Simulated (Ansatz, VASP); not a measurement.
# NbAlS4 in VASP and in Ansatz

```
Al Nb S
1.0
     0.00000    3.67515    3.67515
     3.67515    0.00000    3.67515
     3.67515    3.67515    0.00000
Al Nb S
1 1 4
Direct
  0.25000 0.25000 0.25000
  0.00000 0.00000 0.00000
  0.12156 0.62615 0.62615
  0.62615 0.62615 0.62615
  0.62615 0.12156 0.62615
  0.62615 0.62615 0.12156
```

Change from the starting cell: species swapped into the DyCu4Pd type (F-43m, No. 216).

Alike in both runs: functional PBE; k mesh 10 × 10 × 10; occupations gaussian, width 0.1 eV; collinear spin.

Ansatz relaxed the structure, and its values are those at the end. VASP's run is a single point on that final structure, the one shown.

```csv
,VASP,Ansatz
version,VASP 6.6.1,Ansatz 0.2.0
potentials or method,"VASP PAW PBE potentials, release 64 (Al, Nb_sv, S), cutoff 520 eV","scalar-relativistic, plane waves, PAW"
valence electrons in the cell,40,40
```

|  | VASP | Ansatz | Ansatz less VASP |
| --- | --- | --- | --- |
| gap on the k mesh at the Fermi level (eV) | none | none | - |
| pressure (GPa) | -0.1 | 0.0 | +0.14 |
| rms of the force components (eV/Å) | 0.009 | 0.005 | -0.0036 |
| net moment per atom (μB) | 0.04 | 0.05 | +0.016 |
| size of the moment on the site where the two differ most (μB) | 0.15 | 0.22 | +0.075 |

Site moments also hang on the region over which each program counts them. A gap of «none» marks a metal or a gap that the smearing closes. With one functional, cell and mesh, what is left measures potentials, basis and numerics.
